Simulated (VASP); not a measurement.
A run of VASP 6.6.1:

INCAR

```
SYSTEM = ZnS
PREC = Accurate ; ENCUT = 520
EDIFF = 1E-6 ; ISMEAR = 0
SIGMA = 0.05 ; LREAL = Auto
LASPH = .TRUE. ; NELM = 80
ALGO = Normal ; ISIF = 2
LWAVE = .FALSE. ; LCHARG = .FALSE.
GGA = PE ; NBANDS = 86
LUSENCCL = .FALSE.
```

KPOINTS

```
regular mesh
0
G
  7 4 2
  0 0 0
```

POSCAR

```
ZnS
1.0
    1.9227464936     -3.3302946170      0.0000000000
    0.0000000000      0.0000000000     -6.3053333075
   11.5364789615      6.6605892339      0.0000000000
Zn S
8 8
Direct
    0.5000000000      0.9947802099      0.0833333333
    0.0000000000      0.9947802099      0.3333333333
    0.5000000000      0.9947802099      0.5833333333
    0.0000000000      0.9947802099      0.8333333333
    0.0000000000      0.4947802099      0.1666666667
    0.5000000000      0.4947802099      0.4166666667
    0.0000000000      0.4947802099      0.6666666667
    0.5000000000      0.4947802099      0.9166666667
    0.5000000000      0.6202197901      0.0833333333
    0.0000000000      0.6202197901      0.3333333333
    0.5000000000      0.6202197901      0.5833333333
    0.0000000000      0.6202197901      0.8333333333
    0.0000000000      0.1202197901      0.1666666667
    0.5000000000      0.1202197901      0.4166666667
    0.0000000000      0.1202197901      0.6666666667
    0.5000000000      0.1202197901      0.9166666667
```

Potentials or basis: VASP PAW PBE potentials, release 64 (Zn, S).

Launch:

```sh
$ cat potpaw_PBE.64/Zn/POTCAR potpaw_PBE.64/S/POTCAR > POTCAR
$ mpirun -np 1 vasp_std > vasp.out
```

Hardware: 1 × NVIDIA H100 80GB with 1 thread of AMD EPYC 7R13 Processor (Zen 3) (shared host).

Estimate the wall time of this run.

It took 120 s on 1 × NVIDIA H100 80GB with 1 thread of AMD EPYC 7R13 Processor (Zen 3), on a shared host, peak memory 1.7 GiB. Counts: scf iterations 17, k points 24.
